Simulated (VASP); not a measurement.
# Sb in VASP: further runs

The runs below take Sb through single point, with PBEsol, HSE06, LDA.

Program: VASP 6.6.1. These are calculated values, not measurements. Logs are shortened: lines on timing, memory, paths and dates and some standing lists are left out, and cuts for length are marked.

### Step 1. The cell of the first run

The typed cell holds 2 atoms: a = 3.122 Å, b = 4.348 Å, c = 4.406 Å, α = 90.00°, β = 90.51°, γ = 90.00°.

### Step 2. Single point, PBEsol

The input, INCAR:

```
ALGO = Normal
EDIFF = 1E-7
ENCUT = 520
GGA = PS
ISIF = 2
ISMEAR = 0
LASPH = True
LCHARG = True
LELF = True
LREAL = False
LVHAR = True
LWAVE = False
NBANDS = 12
NELM = 60
PREC = Accurate
SIGMA = 0.05
```

The input, KPOINTS:

```
k-points
0
Gamma
  14 10 10
```

The input, POSCAR:

```
Sb
1.0
    3.1224020000      0.0000000000      0.0000000000
    0.0000000000      4.3475180000      0.0000000000
   -0.0389150000      0.0000000000      4.4058520000
Sb
2
Direct
    0.0121760000      0.2614880000      0.2426090000
    1.0015420000      0.7464850000      0.7653540000
```

Potentials or basis: VASP PAW PBE potentials, release 64 (Sb).

On the command line:

```sh
cat potpaw_PBE.64/Sb/POTCAR > POTCAR
mpirun -np 1 vasp_std > vasp.out
```

OUTCAR:

```text
EDIFF = 1E-7
   ENCUT = 520
   GGA = PS
   ISIF = 2
   ISMEAR = 0
   LASPH = True
   LREAL = False
   NELM = 60
   PREC = Accurate

 ion  position               nearest neighbor table
   1  0.012  0.261  0.243-   2 2.98   2 3.07   2 3.12   2 3.21
   2  0.002  0.746  0.765-   1 2.98   1 3.07   1 3.12   1 3.21

  LATTYP: Found a simple monoclinic cell.
 ALAT       =     3.1224020000
 B/A-ratio  =     1.3923633152
 C/A-ratio  =     1.4111007668
 COS(beta)  =    -0.0088322263

  Lattice vectors:

 A1 = (   3.1224020000,   0.0000000000,   0.0000000000)
 A2 = (   0.0000000000,   4.3475180000,   0.0000000000)
 A3 = (  -0.0389150000,   0.0000000000,   4.4058520000)

Analysis of symmetry for initial positions (statically):
=====================================================================
 Subroutine PRICEL returns:
 Original cell was already a primitive cell.

 Routine SETGRP: Setting up the symmetry group for a
 simple monoclinic supercell.

 Subroutine GETGRP returns: Found  2 space group operations
 (whereof  1 operations were pure point group operations)
 out of a pool of  4 trial point group operations.

The static configuration has the point symmetry C_1 .
 The point group associated with its full space group is S_2 .

Analysis of symmetry for dynamics (positions and initial velocities):
=====================================================================
 Subroutine PRICEL returns:
 Original cell was already a primitive cell.

 Routine SETGRP: Setting up the symmetry group for a
 simple monoclinic supercell.

 Subroutine GETGRP returns: Found  2 space group operations
 (whereof  1 operations were pure point group operations)
 out of a pool of  4 trial point group operations.

The dynamic configuration has the point symmetry C_1 .
 The point group associated with its full space group is S_2 .

 Subroutine INISYM returns: Found  2 space group operations
 (whereof  1 operations are pure point group operations),
 and found     1 'primitive' translations

----------------------------------------------------------------------------------------

                                     Primitive cell

  volume of cell :      59.8081

  direct lattice vectors                    reciprocal lattice vectors
     3.122402000  0.000000000  0.000000000     0.320266257  0.000000000  0.002828774
     0.000000000  4.347518000  0.000000000     0.000000000  0.230016299  0.000000000
    -0.038915000  0.000000000  4.405852000     0.000000000  0.000000000  0.226970856

  length of vectors
[... 91 lines left out ...]
   TEBEG  =    0.0;   TEEND  =   0.0 temperature during run
   PSTRESS=    0.0 pullay stress
   NELECT =      10.0000    total number of electrons
   NUPDOWN=      -1.0000    fix difference up-down
   EMIN   =  10.00;   EMAX   =-10.00  energy-range for DOS
   EFERMI =   0.00;   METHOD = LEGACY
   ISMEAR =     0;   SIGMA  =   0.05  broadening in eV -4-tet -1-fermi 0-gaus
   EFERMI_NEDOS =   21; number of points for ismear=-14 and -15
   IALGO  =     38    algorithm
   IMIX   =      4    mixing-type and parameters
     AMIX     =   0.40;   BMIX     =  1.00
     AMIX_MAG =   1.60;   BMIX_MAG =  1.00
  volume/ion in A,a.u.               =      29.90       201.80
  Fermi-wavevector in a.u.,A,eV,Ry     =   0.901893  1.704330 11.067117  0.813410
  Thomas-Fermi vector in A             =   2.025029
   LORBIT       =      0    0 simple, 1 ext, 2 COOP (PROOUT), +10 PAW based schemes
   GGA     = PS    functional components
   LHFCALC =     F    Hartree Fock is set to
   AEXX    =    0.0000 exact exchange contribution
   IVDW    =     0    specifies the selected vdW correction
   LEPSILON=     F    determine dielectric tensor
   LRPA    =     F    only Hartree local field effects (RPA)
 non-spin polarized calculation
 Gauss-broadening in eV      SIGMA  =   0.05
  energy-cutoff  :      520.00
  volume of cell :       59.81
 maximum number of plane-waves:      1648
   NGX = 11   NGY = 17   NGZ = 17

 number of electron      10.0000000 magnetization

 Free energy of the ion-electron system (eV)
  ---------------------------------------------------
  ext. energy  EPLUGINS =         0.00000000
  ---------------------------------------------------
  free energy    TOTEN  =        -9.04248373 eV

  energy without entropy =       -9.04090603  energy(sigma->0) =       -9.04169488

 E-fermi :   6.9327     XC(G=0):  -9.7387

 val. band max:        6.9277205711   @ k =  -0.4286   0.3000  -0.2000
 cond. band min:       6.9343188758   @ k =   0.1429   0.1000  -0.4000
 fundamental gap:      0.0065983047
 Fermi energy:         6.9326866135

 k-point     1 :       0.0000    0.0000    0.0000
  band No.  band energies     occupation
      1      -5.4478      2.00000
      2      -0.3530      2.00000
      3       3.3769      2.00000
      4       3.5137      2.00000
      5       8.9313      0.00000
      6      10.0322      0.00000
      7      10.3127      0.00000
      8      10.4721      0.00000
      9      13.7827      0.00000
     10      13.9817      0.00000
     11      14.1830      0.00000
     12      15.0786      0.00000
[... 331 lines left out ...]
 k-point    24 :       0.0714    0.2000    0.0000
  band No.  band energies     occupation
      1      -5.0809      2.00000
      2      -1.2045      2.00000
      3       3.8046      2.00000
      4       4.1520      2.00000
      5       8.7766      0.00000
      6       8.9245      0.00000
      7       9.4273      0.00000
      8      10.4501      0.00000
      9      12.8227      0.00000
     10      15.2429      0.00000
     11      16.0647      0.00000
     12      16.8462      0.00000

 [... further k-points ...]

------------------------ aborting loop because EDIFF is reached ----------------------------------------

  FORCE on cell =-STRESS in cart. coord.  units (eV):
  Direction    XX          YY          ZZ          XY          YZ          ZX
  --------------------------------------------------------------------------------------
  -------------------------------------------------------------------------------------
  Total       -0.9845203     -0.5518031     -0.6224052      0.0027473     -0.1813471      0.0227498
  in kB      -26.3739488    -14.7820483    -16.6733809      0.0735968     -4.8580394      0.6094372
  external PRESSURE =     -19.2764593 kB  Pullay stress =       0.0000000 kB

 VOLUME and BASIS-vectors are now :
 -----------------------------------------------------------------------------
  energy-cutoff  :      520.00
  volume of cell :       59.81
      direct lattice vectors                 reciprocal lattice vectors
     3.122402000  0.000000000  0.000000000     0.320266257  0.000000000  0.002828774
     0.000000000  4.347518000  0.000000000     0.000000000  0.230016299  0.000000000
    -0.038915000  0.000000000  4.405852000     0.000000000  0.000000000  0.226970856

 POSITION                                       TOTAL-FORCE (eV/Angst)
 -----------------------------------------------------------------------------------
      0.02858      1.13682      1.06890        -0.012700     -0.112506      0.145195
     -0.02497      3.24536      3.37204         0.012700      0.112506     -0.145195
 -----------------------------------------------------------------------------------
    total drift:                               -0.000000      0.000000      0.000001

  FREE ENERGIE OF THE ION-ELECTRON SYSTEM (eV)
  ---------------------------------------------------
  free  energy   TOTEN  =        -9.0424837340 eV

  energy  without entropy=       -9.0409060295  energy(sigma->0) =       -9.04169488
```

stdout:

```text
POSCAR found type information on POSCAR Sb
 POSCAR found :  1 types and       2 ions
 scaLAPACK will be used
 -----------------------------------------------------------------------------
|                                                                             |
|                                                                             |
|     You enforced a specific xc type in the INCAR file but a different       |
|     I HOPE YOU KNOW WHAT YOU ARE DOING!                                     |
|                                                                             |
 -----------------------------------------------------------------------------

 LDA part: xc-table for (Slater+PW92), standard interpolation
 POSCAR, INCAR and KPOINTS ok, starting setup
 FFT: planning ... GRIDC
 FFT: planning ... GRID_SOFT
 FFT: planning ... GRID
 WAVECAR not read
 entering main loop
```

Run time: 3.5 min. Hardware: 1 thread of Intel Xeon 6975P-C (Granite Rapids), shared host; peak memory 0.52 GiB.

What came out:

| Item | Value |
| --- | --- |
| Free energy | -9.0425 eV |
| Pressure | -1.9 GPa |
| Largest force | 0.184 eV/Å |
| Band gap on the k mesh | zero (band 5 reaches 12.04 eV, above the bottom of band 6 at 3.51 eV) |

Forces on the atoms (eV/Å):
```
Sb  -0.013 -0.113  0.145
Sb   0.013  0.113 -0.145
```

Caveat: the PAW data sets were made with another functional, which shifts forces and pressure a little; spin-orbit coupling is left out, which moves the levels of the heavy elements.

### Step 3. Single point, HSE06, non-collinear spin, zero start, spin-orbit coupling

The input, POSCAR:

```
Sb
1.0
    3.1224020000      0.0000000000      0.0000000000
    0.0000000000      4.3475180000      0.0000000000
   -0.0389150000      0.0000000000      4.4058520000
Sb
2
Direct
    0.0113890000      0.2500000000      0.2411660000
    0.9886110000      0.7500000000      0.7588340000
```

The input, INCAR.step1:

```
SYSTEM = Sb
ALGO = Normal
EDIFF = 1E-5
ENCUT = 520
GGA = PE
GGA_COMPAT = .False.
ISIF = 2
ISMEAR = -1
LASPH = .True.
LNONCOLLINEAR = .True.
LORBIT = 11
LORBMOM = .True.
LREAL = .False.
LSORBIT = .True.
LWAVE = .True.
MAGMOM = 0 0 0 0 0 0
NBANDS = 22
NELM = 150
PREC = Accurate
SIGMA = 0.05
```

The input, INCAR.step2:

```
SYSTEM = Sb
ALGO = Normal
EDIFF = 1E-6
ENCUT = 520
GGA = PE
GGA_COMPAT = .False.
HFSCREEN = 0.2079
ISIF = 2
ISMEAR = -1
ISTART = 1
LASPH = .True.
LCHARG = .True.
LHFCALC = .True.
LNONCOLLINEAR = .True.
LORBIT = 11
LORBMOM = .True.
LREAL = .False.
LSORBIT = .True.
LVHAR = .True.
LWAVE = .False.
MAGMOM = 0 0 0 0 0 0
NBANDS = 22
NELM = 150
PREC = Accurate
PRECFOCK = Normal
SIGMA = 0.05
```

The input, KPOINTS:

```
k-points
0
Gamma
  4 3 3
  0 0 0
```

Potentials or basis: VASP PAW PBE potentials, release 64 (Sb).

On the command line:

```sh
cat potpaw_PBE.64/Sb/POTCAR > POTCAR
cp INCAR.step1 INCAR
mpirun -np 1 vasp_ncl > vasp.out
cp INCAR.step2 INCAR
mpirun -np 1 vasp_ncl > vasp.out
```

It took 23 min on 1 thread of Intel Xeon Platinum 8375C at 2.90GHz (Ice Lake), shared host; peak memory 0.4 GiB.

It converged, with:

```yaml
Free_energy: -9.9525 eV
Pressure: -2.8 GPa
Largest_force: 0.206 eV/Å
Net_moment: 0.00 μB per cell
Valence_electrons_inside_the_program's_atomic_spheres: Sb 2.53
```

Forces on the atoms (eV/Å):
```
Sb  -0.080  0.000 -0.190
Sb   0.080  0.000  0.190
```

Stress tensor (GPa, compression positive):
```
 3.81  0.00  0.30
 0.00 -6.64  0.00
 0.30  0.00 -5.52
```

Moments on the atoms (μB; x, y, z):
```
Sb  0.00 0.00 0.00
Sb  0.00 0.00 0.00
```

Caveat: the k points lie up to 0.50 Å⁻¹ apart; the PAW data sets were made with another functional, which shifts forces and pressure a little.

### Step 4. Single point, PBEsol

This run uses another cell than the first one, of 28.11 Å³/atom, 0.940 times its volume.

The input, INCAR:

```
SYSTEM = Sb
ALGO = Normal
EDIFF = 1E-6
ENCUT = 520
GGA = PS
ISIF = 2
ISMEAR = -1
LASPH = .True.
LCHARG = .False.
LREAL = .False.
LWAVE = .False.
NBANDS = 12
NELM = 60
PREC = Accurate
SIGMA = 0.05
```

The input, KPOINTS:

```
k-points
0
Gamma
  9 6 6
  0 0 0
```

The input, POSCAR:

```
Sb
1.0
    3.0586616250      0.0000000000      0.0000000000
    0.0000000000      4.2587682402      0.0000000000
   -0.0381205934      0.0000000000      4.3159114163
Sb
2
Direct
    0.0113890000      0.2500000000      0.2411660000
    0.9886110000      0.7500000000      0.7588340000
```

On the command line:

```sh
cat potpaw_PBE.64/Sb/POTCAR > POTCAR
mpirun -np 1 vasp_std > vasp.out
```

It took 43 s on 1 thread of Intel Xeon 8259CL, shared host; peak memory 0.2 GiB.

The run converged. Its results:

```
Free energy            : -9.0463 eV
Pressure               : 1.6 GPa
Largest force          : 0.153 eV/Å
Band gap on the k mesh : zero (band 5 reaches 13.22 eV, above the bottom of band 6 at 4.29 eV)
```

Forces on the atoms (eV/Å):
```
Sb  -0.024  0.000  0.151
Sb   0.024  0.000 -0.151
```

Stress tensor (GPa, compression positive):
```
1.48 0.00 0.11
0.00 1.43 0.00
0.11 0.00 1.76
```

Levels at points of the mesh, in eV from the Fermi level:
| k point | band 1 | band 2 | band 3 | band 4 | band 5 | band 6 | band 7 | band 8 | band 9 | band 10 |
| --- | --- | --- | --- | --- | --- | --- | --- | --- | --- | --- |
| (0.00, 0.00, 0.00) | -13.04 | -7.46 | -4.02 | -3.88 | 1.70 | 3.08 | 3.32 | 3.44 | 6.70 | 6.93 |
| (0.00, 0.50, 0.00) | -11.12 | -11.12 | -1.73 | -1.73 | -1.08 | -1.08 | 4.92 | 4.92 | 8.13 | 8.13 |
| (0.00, 0.00, 0.50) | -11.37 | -10.93 | -1.84 | -1.29 | -1.09 | -0.92 | 4.69 | 5.10 | 7.76 | 7.96 |
| (0.00, 0.50, 0.50) | -10.35 | -10.35 | -6.17 | -6.17 | 5.31 | 5.31 | 5.59 | 5.59 | 9.05 | 9.05 |

Caveat: the PAW data sets were made with another functional, which shifts forces and pressure a little; spin-orbit coupling is left out, which moves the levels of the heavy elements.

[end of part 1 of 2]
